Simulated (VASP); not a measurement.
# Nb (Fm-3m) in VASP: further runs

The runs below take Nb through single point, with LDA.

Everything below comes from runs of VASP 6.6.1. Logs are shortened: lines on timing, memory, paths and dates and some standing lists are left out, and cuts for length are marked.

### Step 1. The cell of the first run

Symmetry: Fm-3m, No. 225, cubic system. Conventional cell: a = 4.230 Å, b = 4.230 Å, c = 4.230 Å, α = 90.00°, β = 90.00°, γ = 90.00°. Within 3.9 Å of Nb (site symmetry m-3m) lie 12 Nb at 2.99 Å.

### Step 2. Single point, LDA, collinear spin, ferromagnetic start

Input file INCAR:

```
  PREC = Accurate
  ENCUT = 520
  EDIFF = 1E-6
  ISMEAR = -1
  SIGMA = 0.05
  LREAL = F
  LASPH = T
  NELM = 150
  ALGO = Normal
  ISIF = 2
  LWAVE = F
  LCHARG = F
  ISPIN = 2
  MAGMOM = 0.1
  LORBIT = 11
  NUPDOWN = 0.1
  LMAXMIX = 4
  GGA = CA
  NBANDS = 16
```

Input file KPOINTS:

```
Automatic mesh
0
Gamma
  13 13 13
```

Input file POSCAR:

```
Nb
1.0
    0.0000000000      2.1150000000      2.1150000000
    2.1150000000      0.0000000000      2.1150000000
    2.1150000000      2.1150000000      0.0000000000
Nb
1
Direct
    0.0000000000      0.0000000000      0.0000000000
```

Potentials or basis: VASP PAW LDA potentials, release 64 (Nb_sv).

On the command line:

```bash
$ cat potpaw_LDA.64/Nb_sv/POTCAR > POTCAR
$ mpirun -np 1 vasp_std > vasp.out
```

OUTCAR:

```text
PREC = Accurate
   ENCUT = 520
   EDIFF = 1E-6
   ISMEAR = -1
   LREAL = F
   LASPH = T
   NELM = 150
   ISIF = 2
   ISPIN = 2
   LORBIT = 11
   NUPDOWN = 0.1
   GGA = CA

 ion  position               nearest neighbor table
   1  0.000  0.000  0.000-

  LATTYP: Found a face centered cubic cell.
 ALAT       =     4.2300000000

  Lattice vectors:

 A1 = (   0.0000000000,   2.1150000000,   2.1150000000)
 A2 = (   2.1150000000,   0.0000000000,   2.1150000000)
 A3 = (   2.1150000000,   2.1150000000,   0.0000000000)

Analysis of symmetry for initial positions (statically):
=====================================================================
 Subroutine PRICEL returns:
 Original cell was already a primitive cell.

 Routine SETGRP: Setting up the symmetry group for a
 face centered cubic supercell.

 Subroutine GETGRP returns: Found 48 space group operations
 (whereof 48 operations were pure point group operations)
 out of a pool of 48 trial point group operations.

The static configuration has the point symmetry O_h .

Analysis of symmetry for dynamics (positions and initial velocities):
=====================================================================
 Subroutine PRICEL returns:
 Original cell was already a primitive cell.

 Routine SETGRP: Setting up the symmetry group for a
 face centered cubic supercell.

 Subroutine GETGRP returns: Found 48 space group operations
 (whereof 48 operations were pure point group operations)
 out of a pool of 48 trial point group operations.

The dynamic configuration has the point symmetry O_h .

Analysis of structural, dynamic, and magnetic symmetry:
=====================================================================
 Subroutine PRICEL returns:
 Original cell was already a primitive cell.

 Routine SETGRP: Setting up the symmetry group for a
 face centered cubic supercell.

 Subroutine GETGRP returns: Found 48 space group operations
 (whereof 48 operations were pure point group operations)
 out of a pool of 48 trial point group operations.

The overall configuration has the point symmetry O_h .

 Subroutine INISYM returns: Found 48 space group operations
 (whereof 48 operations are pure point group operations),
 and found     1 'primitive' translations

----------------------------------------------------------------------------------------

                                     Primitive cell

  volume of cell :      18.9217

  direct lattice vectors                    reciprocal lattice vectors
     0.000000000  2.115000000  2.115000000    -0.236406619  0.236406619  0.236406619
     2.115000000  0.000000000  2.115000000     0.236406619 -0.236406619  0.236406619
     2.115000000  2.115000000  0.000000000     0.236406619  0.236406619 -0.236406619

  length of vectors
     2.991061684  2.991061684  2.991061684     0.409468276  0.409468276  0.409468276

  position of ions in fractional coordinates (direct lattice)
     0.000000000  0.000000000  0.000000000

  ion indices of the primitive-cell ions
   primitive index   ion index
                 1           1

----------------------------------------------------------------------------------------

 KPOINTS: Automatic mesh

Automatic generation of k-mesh.
 Grid dimensions read from file:
 generate k-points for:   13   13   13

 Generating k-lattice:

  Cartesian coordinates                     Fractional coordinates (reciprocal lattice)
    -0.018185125  0.018185125  0.018185125     0.076923077  0.000000000  0.000000000
     0.018185125 -0.018185125  0.018185125     0.000000000  0.076923077  0.000000000
     0.018185125  0.018185125 -0.018185125     0.000000000  0.000000000  0.076923077

  Length of vectors
     0.031497560  0.031497560  0.031497560

  Shift w.r.t. Gamma in fractional coordinates (k-lattice)
     0.000000000  0.000000000  0.000000000

 Subroutine IBZKPT returns following result:
 ===========================================

 Found     84 irreducible k-points:

 Following reciprocal coordinates:
            Coordinates               Weight
  0.000000  0.000000  0.000000      1.000000
  0.076923  0.000000  0.000000      8.000000
  0.153846  0.000000  0.000000      8.000000
  0.230769  0.000000  0.000000      8.000000
  0.307692  0.000000  0.000000      8.000000
  0.384615  0.000000  0.000000      8.000000
[... 16 lines left out ...]
  0.384615  0.153846  0.000000     24.000000
  0.461538  0.153846  0.000000     24.000000
 [... further k-points ...]
   k-points           NKPTS =     84   k-points in BZ     NKDIM =     84   number of bands    NBANDS=     16
   number of dos      NEDOS =    301   number of ions     NIONS =      1
   total plane-waves  NPLWV =  13824
   dimension x,y,z NGX =    24 NGY =   24 NGZ =   24
   dimension x,y,z NGXF=    48 NGYF=   48 NGZF=   48
   ions per type =               1
   NGX,Y,Z   is equivalent  to a cutoff of  13.34, 13.34, 13.34 a.u.
   NGXF,Y,Z  is equivalent  to a cutoff of  26.68, 26.68, 26.68 a.u.
 SYSTEM =  unknown system
   PREC   = accura    normal or accurate (medium, high low for compatibility)
   ISTART =      0    job   : 0-new  1-cont  2-samecut
   ICHARG =      2    charge: 1-file 2-atom 10-const
   ISPIN  =      2    spin polarized calculation?
   LNONCOLLINEAR =      F non collinear calculations
   LSORBIT =      F    spin-orbit coupling
   LASPH  =      T    aspherical Exc in radial PAW
   ENCUT  =  520.0 eV  38.22 Ry    6.18 a.u.   5.56  5.56  5.56*2*pi/ulx,y,z
   NELM   =    150;   NELMIN=  2; NELMDL= -5     # of ELM steps
   EDIFF  = 0.1E-05   stopping-criterion for ELM
   LREAL  =      F    real-space projection
   EDIFFG = 0.1E-04   stopping-criterion for IOM
   NSW    =      0    number of steps for IOM
   IBRION =     -1    ionic relax: 0-MD 1-quasi-New 2-CG
   NFREE  =      0    steps in history (QN), initial steepest desc. (CG)
   ISIF   =      2    stress and relaxation
   ISYM   =      2    0-nonsym 1-usesym 2-fastsym
   POTIM  = 0.5000    time-step for ionic-motion
   TEBEG  =    0.0;   TEEND  =   0.0 temperature during run
   PSTRESS=    0.0 pullay stress
   NELECT =      13.0000    total number of electrons
   NUPDOWN=       0.1000    fix difference up-down
   EMIN   =  10.00;   EMAX   =-10.00  energy-range for DOS
   EFERMI =   0.00;   METHOD = LEGACY
   ISMEAR =    -1;   SIGMA  =   0.05  broadening in eV -4-tet -1-fermi 0-gaus
   EFERMI_NEDOS =   21; number of points for ismear=-14 and -15
   IALGO  =     38    algorithm
   IMIX   =      4    mixing-type and parameters
     AMIX     =   0.40;   BMIX     =  1.00
     AMIX_MAG =   1.60;   BMIX_MAG =  1.00
  volume/ion in A,a.u.               =      18.92       127.69
  Fermi-wavevector in a.u.,A,eV,Ry     =   1.444560  2.729823 28.392005  2.086754
  Thomas-Fermi vector in A             =   2.562841
   LORBIT       =     11    0 simple, 1 ext, 2 COOP (PROOUT), +10 PAW based schemes
   GGA     = CA    functional components
   LHFCALC =     F    Hartree Fock is set to
   AEXX    =    0.0000 exact exchange contribution
   IVDW    =     0    specifies the selected vdW correction
   LEPSILON=     F    determine dielectric tensor
   LRPA    =     F    only Hartree local field effects (RPA)
 spin polarized calculation
  energy-cutoff  :      520.00
  volume of cell :       18.92
 maximum number of plane-waves:       532
   NGX = 11   NGY = 11   NGZ = 11

 number of electron      13.0000001 magnetization       0.1000000

 Free energy of the ion-electron system (eV)
  ---------------------------------------------------
  ext. energy  EPLUGINS =         0.00000000
  ---------------------------------------------------
  free energy    TOTEN  =       -10.85260056 eV

  energy without entropy =      -10.83908815  energy(sigma->0) =      -10.84584436

 E-fermi :  10.5970     XC(G=0): -12.4666

 val. band max:       10.6438612489   @ k =  -0.3846   0.2308   0.0769
 cond. band min:      10.6014906932   @ k =  -0.3077   0.4615   0.1538
 fundamental gap:     -0.0423705556
 Fermi energy:        10.6620983918

 spin component 1

 k-point     1 :       0.0000    0.0000    0.0000
  band No.  band energies     occupation
      1     -43.8584      1.00000
      2     -19.4169      1.00000
      3     -19.4169      1.00000
      4     -19.4169      1.00000
      5       4.4478      1.00000
      6      10.7149      0.25797
[... 8 lines left out ...]
     15      31.8030      0.00000
     16      39.8094      0.00000

 k-point     2 :       0.0769    0.0000    0.0000
  band No.  band energies     occupation
      1     -43.8476      1.00000
      2     -19.4888      1.00000
      3     -19.4258      1.00000
      4     -19.4258      1.00000
      5       4.6660      1.00000
      6      10.5505      0.90311
[... 8 lines left out ...]
     15      32.9411      0.00000
     16      38.0771      0.00000

 k-point     3 :       0.1538    0.0000    0.0000
  band No.  band energies     occupation
      1     -43.8176      1.00000
      2     -19.6847      1.00000
      3     -19.4505      1.00000
      4     -19.4505      1.00000
      5       5.2659      1.00000
      6      10.1876      0.99992
[... 8 lines left out ...]
     15      34.0128      0.00000
     16      36.4442      0.00000

 k-point     4 :       0.2308    0.0000    0.0000
  band No.  band energies     occupation
      1     -43.7750      1.00000
      2     -19.9536      1.00000
      3     -19.4849      1.00000
      4     -19.4849      1.00000
      5       6.0526      1.00000
      6       9.9417      1.00000
[... 8 lines left out ...]
     15      32.1435      0.00000
     16      33.7008      0.00000
[... 324 lines left out ...]
 k-point    22 :       0.3077    0.1538    0.0000
  band No.  band energies     occupation
      1     -43.7316      1.00000
      2     -20.0772      1.00000
      3     -19.5941      1.00000
      4     -19.5888      1.00000
      5       6.8755      1.00000
      6       9.1708      1.00000
[... 8 lines left out ...]
     15      32.6540      0.00000
     16      33.3883      0.00000

 k-point    23 :       0.3846    0.1538    0.0000
  band No.  band energies     occupation
      1     -43.6918      1.00000
      2     -20.2922      1.00000
      3     -19.6453      1.00000
      4     -19.6222      1.00000
      5       7.3316      1.00000
      6       9.4234      1.00000
[... 8 lines left out ...]
     15      32.9921      0.00000
     16      34.4615      0.00000

 k-point    24 :       0.4615    0.1538    0.0000
  band No.  band energies     occupation
      1     -43.6620      1.00000
      2     -20.4464      1.00000
      3     -19.7024      1.00000
      4     -19.6316      1.00000
      5       7.4470      1.00000
      6       9.6252      1.00000
[... 8 lines left out ...]
     15      34.1058      0.00000
     16      36.0364      0.00000

 [... further k-points ...]

 spin component 2

 k-point     1 :       0.0000    0.0000    0.0000
  band No.  band energies     occupation
      1     -43.8194      1.00000
      2     -19.3752      1.00000
      3     -19.3752      1.00000
      4     -19.3752      1.00000
      5       4.5039      1.00000
      6      10.7701      0.03039
[... 8 lines left out ...]
     15      31.8483      0.00000
     16      39.8629      0.00000

 k-point     2 :       0.0769    0.0000    0.0000
  band No.  band energies     occupation
      1     -43.8086      1.00000
      2     -19.4469      1.00000
      3     -19.3841      1.00000
      4     -19.3841      1.00000
      5       4.7220      1.00000
      6      10.6060      0.45495
[... 8 lines left out ...]
     15      32.9872      0.00000
     16      38.1324      0.00000

 k-point     3 :       0.1538    0.0000    0.0000
  band No.  band energies     occupation
      1     -43.7787      1.00000
      2     -19.6425      1.00000
      3     -19.4086      1.00000
      4     -19.4086      1.00000
      5       5.3218      1.00000
      6      10.2437      0.99915
[... 8 lines left out ...]
     15      34.0641      0.00000
     16      36.5107      0.00000

 k-point     4 :       0.2308    0.0000    0.0000
  band No.  band energies     occupation
      1     -43.7361      1.00000
      2     -19.9111      1.00000
      3     -19.4430      1.00000
      4     -19.4430      1.00000
      5       6.1087      1.00000
      6       9.9978      0.99999
[... 8 lines left out ...]
     15      32.2014      0.00000
     16      33.7583      0.00000
[... 324 lines left out ...]
 k-point    22 :       0.3077    0.1538    0.0000
  band No.  band energies     occupation
      1     -43.6928      1.00000
      2     -20.0344      1.00000
      3     -19.5521      1.00000
      4     -19.5468      1.00000
      5       6.9306      1.00000
      6       9.2279      1.00000
[... 8 lines left out ...]
     15      32.7117      0.00000
     16      33.4414      0.00000

 k-point    23 :       0.3846    0.1538    0.0000
  band No.  band energies     occupation
      1     -43.6531      1.00000
      2     -20.2491      1.00000
      3     -19.6032      1.00000
      4     -19.5802      1.00000
      5       7.3880      1.00000
      6       9.4770      1.00000
[... 8 lines left out ...]
     15      33.0461      0.00000
     16      34.5151      0.00000

 k-point    24 :       0.4615    0.1538    0.0000
  band No.  band energies     occupation
      1     -43.6233      1.00000
      2     -20.4031      1.00000
      3     -19.6602      1.00000
      4     -19.5895      1.00000
      5       7.5050      1.00000
      6       9.6739      1.00000
[... 8 lines left out ...]
     15      34.1576      0.00000
     16      36.0911      0.00000

 [... further k-points ...]
[... 5 lines left out ...]
  --------------------------------------------------------------------------------------
  -------------------------------------------------------------------------------------
  Total       -1.2301538     -1.2301538     -1.2301538      0.0000000     -0.0000000      0.0000000
  in kB     -104.1619012   -104.1619012   -104.1619012      0.0000000     -0.0000000      0.0000000
  external PRESSURE =    -104.1619012 kB  Pullay stress =       0.0000000 kB

 VOLUME and BASIS-vectors are now :
 -----------------------------------------------------------------------------
  energy-cutoff  :      520.00
  volume of cell :       18.92
      direct lattice vectors                 reciprocal lattice vectors
     0.000000000  2.115000000  2.115000000    -0.236406619  0.236406619  0.236406619
     2.115000000  0.000000000  2.115000000     0.236406619 -0.236406619  0.236406619
     2.115000000  2.115000000  0.000000000     0.236406619  0.236406619 -0.236406619

 POSITION                                       TOTAL-FORCE (eV/Angst)
 -----------------------------------------------------------------------------------
      0.00000      0.00000      0.00000         0.000000      0.000000     -0.000000
 -----------------------------------------------------------------------------------
    total drift:                                0.000000      0.000000      0.000000

  FREE ENERGIE OF THE ION-ELECTRON SYSTEM (eV)
  ---------------------------------------------------
  free  energy   TOTEN  =       -10.8526005610 eV

  energy  without entropy=      -10.8390881507  energy(sigma->0) =      -10.84584436

 total charge

# of ion       s       p       d       tot
------------------------------------------
    1        2.226   6.001   2.426  10.653

 magnetization (x)

# of ion       s       p       d       tot
------------------------------------------
    1        0.002   0.005   0.056   0.063
```

It took 36 s on 1 thread of Intel Xeon 6975P-C, shared host; peak memory 0.16 GiB.

Results:

| Property | Result |
| --- | --- |
| Free energy | -10.8526 eV |
| Pressure | -10.4 GPa |
| Net moment | 0.10 μB per cell |
| Site moments | Nb +0.06 μB |
| Valence electrons inside the program's atomic spheres | Nb 10.65 |

Caveat: the total moment is fixed, so each spin has its own Fermi level.

### Step 3. Single point, LDA, collinear spin, ferromagnetic start

Input file INCAR:

```
  ALGO = Normal
  EDIFF = 1E-7
  ENCUT = 520
  GGA = CA
  ISIF = 2
  ISMEAR = -1
  ISPIN = 2
  LASPH = T
  LCHARG = T
  LELF = T
  LMAXMIX = 4
  LORBIT = 11
  LREAL = F
  LVHAR = T
  LWAVE = F
  MAGMOM = 1.4
  NBANDS = 16
  NELM = 150
  NUPDOWN = 1.4
  PREC = Accurate
  SIGMA = 0.05
```

Input file KPOINTS:

```
k-points
0
Gamma
  13 13 13
```

POSCAR is that of step 2.

Potentials or basis: VASP PAW LDA potentials, release 64 (Nb_sv).

On the command line:

```bash
$ cat potpaw_LDA.64/Nb_sv/POTCAR > POTCAR
$ mpirun -np 1 vasp_std > vasp.out
```

Run time: 35 s. Hardware: 1 thread of Intel Xeon 6975P-C, shared host; peak memory 0.16 GiB.

Results (log left out):

| Quantity | Value |
| --- | --- |
| Free energy | -10.4773 eV |
| Pressure | -5.6 GPa |
| Net moment | 1.40 μB per cell |
| Site moments | Nb +0.92 μB |
| Valence electrons inside the program's atomic spheres | Nb 10.69 |

Caveat: the total moment is fixed, so each spin has its own Fermi level.
